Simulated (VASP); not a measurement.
# BaNa (Pm-3m) in VASP: notebook

The runs below take BaNa through single point, relaxation of cell and atoms, with r2SCAN+D3(BJ).

All numbers are computed with VASP 6.6.1; they aren't measurements. Logs are shortened: lines on timing, memory, paths and dates and some standing lists are left out, and cuts for length are marked.

## Step 1: The cell of the first run

It takes space group Pm-3m (No. 221, cubic). Conventional cell: a = 4.719 Å, b = 4.719 Å, c = 4.719 Å, α = 90.00°, β = 90.00°, γ = 90.00°. Na (site symmetry m-3m) has 8 Ba at 4.09 Å and 6 Na at 4.72 Å within 5.4 Å. Ba (site symmetry m-3m) has 8 Na at 4.09 Å and 6 Ba at 4.72 Å within 5.4 Å.

## Step 2: Single point, r2SCAN+D3(BJ)

Input file POSCAR:

```
BaNa
1.0
    4.7188552660      0.0000000000      0.0000000000
    0.0000000000      4.7188552660      0.0000000000
    0.0000000000      0.0000000000      4.7188552660
Na Ba
1 1
Direct
    0.0000000000      0.0000000000      0.0000000000
    0.5000000000      0.5000000000      0.5000000000
```

Input file INCAR.step1:

```
  PREC = Accurate
  ENCUT = 520
  ISMEAR = 1
  SIGMA = 0.1
  LREAL = F
  LASPH = T
  NELM = 80
  NBANDS = 16
  GGA = PE
  ALGO = Normal
  EDIFF = 1E-4
  LWAVE = T
  LCHARG = F
```

Input file INCAR.step2:

```
  PREC = Accurate
  ENCUT = 520
  EDIFF = 1E-6
  ISMEAR = 1
  SIGMA = 0.1
  LREAL = F
  LASPH = T
  NELM = 80
  ALGO = Normal
  ISIF = 2
  LWAVE = F
  LCHARG = F
  METAGGA = R2SCAN
  LMIXTAU = T
  IVDW = 12
  VDW_S6 = 1.0
  VDW_S8 = 0.78981345
  VDW_A1 = 0.49484001
  VDW_A2 = 5.73083694
  NBANDS = 16
  ISTART = 1
```

Input file KPOINTS:

```
regular mesh
0
Gamma
  5 5 5
```

Potentials or basis: VASP PAW PBE potentials, release 64 (Na_pv, Ba_sv).

Command:

```console
$ cat potpaw_PBE.64/Na_pv/POTCAR potpaw_PBE.64/Ba_sv/POTCAR > POTCAR
$ cp INCAR.step1 INCAR
$ mpirun -np 1 vasp_std > vasp.out
$ cp INCAR.step2 INCAR
$ mpirun -np 1 vasp_std > vasp.out
```

OUTCAR:

```text
PREC = Accurate
   ENCUT = 520
   EDIFF = 1E-6
   ISMEAR = 1
   LREAL = F
   LASPH = T
   NELM = 80
   ISIF = 2
   METAGGA = R2SCAN
   IVDW = 12
   ISTART = 1
 IVDW          = 12

 ion  position               nearest neighbor table
   1  0.000  0.000  0.000-
   2  0.500  0.500  0.500-

  LATTYP: Found a simple cubic cell.
 ALAT       =     4.7188552660

  Lattice vectors:

 A1 = (   4.7188552660,   0.0000000000,   0.0000000000)
 A2 = (   0.0000000000,   4.7188552660,   0.0000000000)
 A3 = (   0.0000000000,   0.0000000000,   4.7188552660)

Analysis of symmetry for initial positions (statically):
=====================================================================
 Subroutine PRICEL returns:
 Original cell was already a primitive cell.

 Routine SETGRP: Setting up the symmetry group for a
 simple cubic supercell.

 Subroutine GETGRP returns: Found 48 space group operations
 (whereof 48 operations were pure point group operations)
 out of a pool of 48 trial point group operations.

The static configuration has the point symmetry O_h .

Analysis of symmetry for dynamics (positions and initial velocities):
=====================================================================
 Subroutine PRICEL returns:
 Original cell was already a primitive cell.

 Routine SETGRP: Setting up the symmetry group for a
 simple cubic supercell.

 Subroutine GETGRP returns: Found 48 space group operations
 (whereof 48 operations were pure point group operations)
 out of a pool of 48 trial point group operations.

The dynamic configuration has the point symmetry O_h .

 Subroutine INISYM returns: Found 48 space group operations
 (whereof 48 operations are pure point group operations),
 and found     1 'primitive' translations

----------------------------------------------------------------------------------------

                                     Primitive cell

  volume of cell :     105.0776

  direct lattice vectors                    reciprocal lattice vectors
     4.718855266  0.000000000  0.000000000     0.211915802  0.000000000  0.000000000
     0.000000000  4.718855266  0.000000000     0.000000000  0.211915802  0.000000000
     0.000000000  0.000000000  4.718855266     0.000000000  0.000000000  0.211915802

  length of vectors
     4.718855266  4.718855266  4.718855266     0.211915802  0.211915802  0.211915802

  position of ions in fractional coordinates (direct lattice)
     0.000000000  0.000000000  0.000000000
     0.500000000  0.500000000  0.500000000

  ion indices of the primitive-cell ions
   primitive index   ion index
                 1           1
                 2           2

----------------------------------------------------------------------------------------

 KPOINTS: regular mesh

Automatic generation of k-mesh.
 Grid dimensions read from file:
 generate k-points for:    5    5    5

 Generating k-lattice:

  Cartesian coordinates                     Fractional coordinates (reciprocal lattice)
     0.042383160  0.000000000  0.000000000     0.200000000  0.000000000  0.000000000
     0.000000000  0.042383160  0.000000000     0.000000000  0.200000000  0.000000000
     0.000000000  0.000000000  0.042383160     0.000000000  0.000000000  0.200000000

  Length of vectors
     0.042383160  0.042383160  0.042383160

  Shift w.r.t. Gamma in fractional coordinates (k-lattice)
     0.000000000  0.000000000  0.000000000

 Subroutine IBZKPT returns following result:
 ===========================================

 Found     10 irreducible k-points:

 Following reciprocal coordinates:
            Coordinates               Weight
  0.000000  0.000000  0.000000      1.000000
  0.200000  0.000000  0.000000      6.000000
  0.400000  0.000000  0.000000      6.000000
  0.200000  0.200000  0.000000     12.000000
  0.400000  0.200000  0.000000     24.000000
  0.400000  0.400000  0.000000     12.000000
  0.200000  0.200000  0.200000      8.000000
  0.400000  0.200000  0.200000     24.000000
  0.400000  0.400000  0.200000     24.000000
  0.400000  0.400000  0.400000      8.000000
   k-points           NKPTS =     10   k-points in BZ     NKDIM =     10   number of bands    NBANDS=     16
   number of dos      NEDOS =    301   number of ions     NIONS =      2
   total plane-waves  NPLWV =  46656
   dimension x,y,z NGX =    36 NGY =   36 NGZ =   36
   dimension x,y,z NGXF=    72 NGYF=   72 NGZF=   72
   ions per type =               1   1
   NGX,Y,Z   is equivalent  to a cutoff of  12.68, 12.68, 12.68 a.u.
   NGXF,Y,Z  is equivalent  to a cutoff of  25.37, 25.37, 25.37 a.u.
 SYSTEM =  unknown system
   PREC   = accura    normal or accurate (medium, high low for compatibility)
   ISTART =      1    job   : 0-new  1-cont  2-samecut
   ICHARG =      0    charge: 1-file 2-atom 10-const
   ISPIN  =      1    spin polarized calculation?
   LNONCOLLINEAR =      F non collinear calculations
   LSORBIT =      F    spin-orbit coupling
   LASPH  =      T    aspherical Exc in radial PAW
   ENCUT  =  520.0 eV  38.22 Ry    6.18 a.u.   8.77  8.77  8.77*2*pi/ulx,y,z
   NELM   =     80;   NELMIN=  2; NELMDL=  0     # of ELM steps
   EDIFF  = 0.1E-05   stopping-criterion for ELM
   LREAL  =      F    real-space projection
   EDIFFG = 0.1E-04   stopping-criterion for IOM
   NSW    =      0    number of steps for IOM
   IBRION =     -1    ionic relax: 0-MD 1-quasi-New 2-CG
   NFREE  =      0    steps in history (QN), initial steepest desc. (CG)
   ISIF   =      2    stress and relaxation
   ISYM   =      2    0-nonsym 1-usesym 2-fastsym
   POTIM  = 0.5000    time-step for ionic-motion
   TEBEG  =    0.0;   TEEND  =   0.0 temperature during run
   PSTRESS=    0.0 pullay stress
   NELECT =      17.0000    total number of electrons
   NUPDOWN=      -1.0000    fix difference up-down
   EMIN   =  10.00;   EMAX   =-10.00  energy-range for DOS
   EFERMI =   0.00;   METHOD = LEGACY
   ISMEAR =     1;   SIGMA  =   0.10  broadening in eV -4-tet -1-fermi 0-gaus
   EFERMI_NEDOS =   21; number of points for ismear=-14 and -15
   IALGO  =     38    algorithm
   IMIX   =      4    mixing-type and parameters
     AMIX     =   0.40;   BMIX     =  1.00
     AMIX_MAG =   1.60;   BMIX_MAG =  1.00
  volume/ion in A,a.u.               =      52.54       354.55
  Fermi-wavevector in a.u.,A,eV,Ry     =   0.892047  1.685725 10.826811  0.795748
  Thomas-Fermi vector in A             =   2.013946
   LORBIT       =      0    0 simple, 1 ext, 2 COOP (PROOUT), +10 PAW based schemes
   METAGGA = R2SCAN    functional components
   LHFCALC =     F    Hartree Fock is set to
   AEXX    =    0.0000 exact exchange contribution
   IVDW    =    12    specifies the selected vdW correction
   LEPSILON=     F    determine dielectric tensor
   LRPA    =     F    only Hartree local field effects (RPA)
 non-spin polarized calculation
 Methfessel and Paxton  Order N= 1 SIGMA  =   0.10
  energy-cutoff  :      520.00
  volume of cell :      105.08
 maximum number of plane-waves:      2854
 NGX is ok and might be reduce to    36
   NGX = 17   NGY = 17   NGZ = 17

 number of electron      17.0000012 magnetization

 Free energy of the ion-electron system (eV)
  ---------------------------------------------------
  ext. energy  EPLUGINS =         0.00000000
  ---------------------------------------------------
  free energy    TOTEN  =       -29.96421800 eV

  energy without entropy =      -29.96350448  energy(sigma->0) =      -29.96398016

 E-fermi :   1.0648     XC(G=0):  -7.3518

 val. band max:        1.0389720583   @ k =   0.4000   0.4000   0.0000
 cond. band min:       1.1413048505   @ k =   0.4000   0.4000   0.4000
 fundamental gap:      0.1023327922
 Fermi energy:         1.0648208449

 k-point     1 :       0.0000    0.0000    0.0000
  band No.  band energies     occupation
      1     -29.1986      2.00000
      2     -24.4356      2.00000
      3     -24.4356      2.00000
      4     -24.4356      2.00000
      5     -13.8679      2.00000
      6     -13.8679      2.00000
      7     -13.8679      2.00000
      8      -2.0184      2.00000
      9       1.5173     -0.00000
     10       1.5173     -0.00000
     11       4.5431      0.00000
     12       4.5431      0.00000
     13       4.5431      0.00000
     14       5.4628      0.00000
     15       5.4628      0.00000
     16       5.4628      0.00000

 k-point     2 :       0.2000    0.0000    0.0000
  band No.  band energies     occupation
      1     -29.1962      2.00000
      2     -24.4361      2.00000
      3     -24.4355      2.00000
      4     -24.4355      2.00000
      5     -13.9214      2.00000
      6     -13.8632      2.00000
      7     -13.8632      2.00000
      8      -1.6529      2.00000
      9       1.4696     -0.00000
     10       1.6793     -0.00000
     11       3.7448      0.00000
     12       3.7448      0.00000
     13       4.6115      0.00000
     14       4.8030      0.00000
     15       6.4003      0.00000
     16       6.4003      0.00000

 k-point     3 :       0.4000    0.0000    0.0000
  band No.  band energies     occupation
      1     -29.1923      2.00000
      2     -24.4369      2.00000
      3     -24.4355      2.00000
      4     -24.4355      2.00000
      5     -14.0060      2.00000
      6     -13.8557      2.00000
      7     -13.8557      2.00000
      8      -0.7013      2.00000
      9       0.6475      2.00000
     10       2.0058     -0.00000
     11       3.1021      0.00000
     12       3.1021      0.00000
     13       4.7302      0.00000
     14       5.2049      0.00000
     15       5.9402      0.00000
     16       7.4092      0.00000

 k-point     4 :       0.2000    0.2000    0.0000
  band No.  band energies     occupation
      1     -29.1938      2.00000
      2     -24.4361      2.00000
      3     -24.4360      2.00000
      4     -24.4355      2.00000
      5     -13.9179      2.00000
      6     -13.9137      2.00000
      7     -13.8586      2.00000
      8      -1.3039      2.00000
      9       1.6187     -0.00000
     10       1.6825     -0.00000
     11       3.0016     -0.00000
     12       3.7035      0.00000
     13       4.0707      0.00000
     14       5.3252      0.00000
     15       5.7067      0.00000
     16       7.3068      0.00000

 k-point     5 :       0.4000    0.2000    0.0000
  band No.  band energies     occupation
      1     -29.1900      2.00000
      2     -24.4369      2.00000
      3     -24.4360      2.00000
      4     -24.4354      2.00000
      5     -13.9989      2.00000
      6     -13.9067      2.00000
      7     -13.8511      2.00000
      8      -0.4003      2.00000
      9       0.7686      2.00023
     10       2.0927     -0.00000
     11       2.6457     -0.00000
     12       3.2141      0.00000
     13       4.0929      0.00000
     14       5.3259      0.00000
     15       6.2358      0.00000
     16       6.8362      0.00000

 k-point     6 :       0.4000    0.4000    0.0000
  band No.  band energies     occupation
      1     -29.1861      2.00000
      2     -24.4369      2.00000
      3     -24.4369      2.00000
      4     -24.4353      2.00000
      5     -13.9881      2.00000
      6     -13.9866      2.00000
      7     -13.8436      2.00000
      8       0.0998      2.00000
      9       1.0390      1.42171
     10       1.9463     -0.00000
     11       2.3962     -0.00000
     12       3.3979      0.00000
     13       3.4795      0.00000
     14       5.3893      0.00000
     15       5.8767      0.00000
     16       7.4521      0.00000

 k-point     7 :       0.2000    0.2000    0.2000
  band No.  band energies     occupation
      1     -29.1914      2.00000
      2     -24.4360      2.00000
      3     -24.4360      2.00000
      4     -24.4360      2.00000
      5     -13.9140      2.00000
      6     -13.9085      2.00000
      7     -13.9085      2.00000
      8      -0.9757      2.00000
      9       1.7776     -0.00000
     10       1.7776     -0.00000
     11       2.8164     -0.00000
     12       3.2869      0.00000
     13       3.2869      0.00000
     14       6.2897      0.00000
     15       6.2897      0.00000
     16       6.4569      0.00000

 k-point     8 :       0.4000    0.2000    0.2000
  band No.  band energies     occupation
      1     -29.1876      2.00000
      2     -24.4369      2.00000
      3     -24.4360      2.00000
      4     -24.4360      2.00000
      5     -13.9922      2.00000
      6     -13.9028      2.00000
      7     -13.9000      2.00000
      8      -0.1439      2.00000
      9       0.9851      1.97863
     10       1.9527     -0.00000
     11       2.6164     -0.00000
     12       3.1678      0.00000
     13       3.4828      0.00000
     14       5.6318      0.00000
     15       6.8100      0.00000
     16       7.2178      0.00000

 k-point     9 :       0.4000    0.4000    0.2000
  band No.  band energies     occupation
      1     -29.1838      2.00000
      2     -24.4369      2.00000
      3     -24.4368      2.00000
      4     -24.4359      2.00000
      5     -13.9819      2.00000
      6     -13.9805      2.00000
      7     -13.8929      2.00000
      8       0.2936      2.00000
      9       1.2868     -0.00739
     10       1.5854     -0.00000
     11       2.3838     -0.00000
     12       3.4538      0.00000
     13       3.6088      0.00000
     14       5.7178      0.00000
     15       5.8580      0.00000
     16       6.3970      0.00000

 k-point    10 :       0.4000    0.4000    0.4000
  band No.  band energies     occupation
      1     -29.1800      2.00000
      2     -24.4368      2.00000
      3     -24.4368      2.00000
      4     -24.4368      2.00000
      5     -13.9721      2.00000
      6     -13.9705      2.00000
      7     -13.9705      2.00000
      8       0.6864      2.00000
      9       1.1413      0.03901
     10       1.1413      0.03901
     11       3.4340      0.00000
     12       3.7733      0.00000
     13       3.7733      0.00000
     14       4.5180      0.00000
     15       6.1658      0.00000
     16       6.1658      0.00000

------------------------ aborting loop because EDIFF is reached ----------------------------------------

 Edisp (eV)   -0.15652

 E8    (eV) :    -0.0699

  FORCE on cell =-STRESS in cart. coord.  units (eV):
  Direction    XX          YY          ZZ          XY          YZ          ZX
  --------------------------------------------------------------------------------------
  -------------------------------------------------------------------------------------
  Total       0.01089     0.01089     0.01089     0.00000     0.00000    -0.00000
  in kB       0.16605     0.16605     0.16605     0.00000     0.00000    -0.00000
  external pressure =        0.17 kB  Pullay stress =        0.00 kB

 VOLUME and BASIS-vectors are now :
 -----------------------------------------------------------------------------
  energy-cutoff  :      520.00
  volume of cell :      105.08
      direct lattice vectors                 reciprocal lattice vectors
     4.718855266  0.000000000  0.000000000     0.211915802  0.000000000  0.000000000
     0.000000000  4.718855266  0.000000000     0.000000000  0.211915802  0.000000000
     0.000000000  0.000000000  4.718855266     0.000000000  0.000000000  0.211915802

 POSITION                                       TOTAL-FORCE (eV/Angst)
 -----------------------------------------------------------------------------------
      0.00000      0.00000      0.00000         0.000000      0.000000      0.000000
      2.35943      2.35943      2.35943         0.000000      0.000000      0.000000
 -----------------------------------------------------------------------------------
    total drift:                                0.000000      0.000000      0.000000

  FREE ENERGIE OF THE ION-ELECTRON SYSTEM (eV)
  ---------------------------------------------------
  free  energy   TOTEN  =       -30.1207345206 eV

  energy  without entropy=      -30.1200210094  energy(sigma->0) =      -30.12049668
```

Wall time 26 s (1 thread of Intel Xeon 6975P-C (Granite Rapids), shared host); peak memory 0.22 GiB.

Results:

| Item | Value |
| --- | --- |
| Free energy | -30.1207 eV |
| Pressure | 0.0 GPa |
| Dispersion energy per atom | -0.078 eV |

Levels at points of the mesh, in eV from the Fermi level:
```csv
k point,band 6,band 7,band 8,band 9,band 10,band 11
"(0.00, 0.00, 0.00)",-14.93,-14.93,-3.08,0.45,0.45,3.48
```

Caveat: the PAW data sets were made with another functional, which shifts forces and pressure a little; spin-orbit coupling is left out, which moves the levels of the heavy elements; pairwise dispersion overbinds metals, which lowers pressure and volume.

## Step 3: Relaxation of cell and atoms, r2SCAN+D3(BJ)

This run uses another cell than the first one, of 50.11 Å³/atom, 0.954 times its volume.

Input file POSCAR:

```
BaNa
1.0
    4.6450000000      0.0000000000      0.0000000000
    0.0000000000      4.6450000000      0.0000000000
    0.0000000000      0.0000000000      4.6450000000
Na Ba
1 1
Direct
    0.0000000000      0.0000000000      0.0000000000
    0.5000000000      0.5000000000      0.5000000000
```

Input file INCAR.step1:

```
ALGO = Normal ; EDIFF = 1E-4
ENCUT = 600 ; GGA = PE
ISMEAR = 1 ; LASPH = T
LCHARG = F ; LREAL = F
LWAVE = T ; NELM = 60
PREC = Accurate ; SIGMA = 0.1
```

Input file INCAR.step2:

```
ALGO = Normal ; EDIFF = 1E-7
EDIFFG = -0.01 ; ENCUT = 600
IBRION = 2 ; ISIF = 3
ISMEAR = 1 ; ISTART = 1
IVDW = 12 ; LASPH = T
LCHARG = F ; LMIXTAU = T
LREAL = F ; LWAVE = F
METAGGA = R2SCAN ; NELM = 60
NSW = 60 ; PREC = Accurate
SIGMA = 0.1 ; VDW_A1 = 0.49484001
VDW_A2 = 5.73083694 ; VDW_S6 = 1.0
VDW_S8 = 0.78981345
```

Input file KPOINTS:

```
k-points
0
Gamma
  5 5 5
```

Potentials or basis: VASP PAW PBE potentials, release 64 (Na_pv, Ba_sv).

Command:

```console
$ cat potpaw_PBE.64/Na_pv/POTCAR potpaw_PBE.64/Ba_sv/POTCAR > POTCAR
$ cp INCAR.step1 INCAR
$ mpirun -np 1 vasp_std > vasp.out
$ cp INCAR.step2 INCAR
$ mpirun -np 1 vasp_std > vasp.out
```

It took 2.4 min on 1 thread of Intel Xeon 6975P-C (Granite Rapids), shared host; peak memory 0.27 GiB.

It converged, with:

```
Free energy                            : -30.1194 eV
Relaxed volume                         : 52.74 Å³/atom
Relaxed cell                           : a = 4.725 Å, b = 4.725 Å, c = 4.725 Å, α = 90.00°, β = 90.00°, γ = 90.00°
Space group after relaxing (to 0.05 Å) : Pm-3m (No. 221)
Energy gained by relaxing              : 2.9 meV/atom
Ionic steps                            : 4
Pressure after relaxing                : 0.0 GPa
Dispersion energy per atom             : -0.078 eV
```

Step by step:
| step | energy change (eV) | largest force (eV/Å) | pressure (GPa) | volume (Å³) |
| --- | --- | --- | --- | --- |
| 1 | 0.0000 | 0.0000 | 0.42 | 100.22 |
| 2 | -0.0037 | 0.0000 | 0.24 | 102.12 |
| 3 | -0.0058 | 0.0000 | 0.03 | 105.00 |
| 4 | -0.0058 | 0.0000 | 0.01 | 105.47 |

Final structure:
```
CELL_PARAMETERS angstrom
4.72475 0.00000 0.00000
0.00000 4.72475 0.00000
0.00000 0.00000 4.72475
ATOMIC_POSITIONS crystal
Na 0.00000 0.00000 0.00000
Ba 0.50000 0.50000 0.50000
```

Levels at points of the mesh, in eV from the Fermi level:
| k point | band 6 | band 7 | band 8 | band 9 | band 10 | band 11 |
| --- | --- | --- | --- | --- | --- | --- |
| (0.00, 0.00, 0.00) | -14.94 | -14.94 | -3.08 | 0.45 | 0.45 | 3.47 |

Caveat: the PAW data sets were made with another functional, which shifts forces and pressure a little; spin-orbit coupling is left out, which moves the levels of the heavy elements; pairwise dispersion overbinds metals, which lowers pressure and volume.
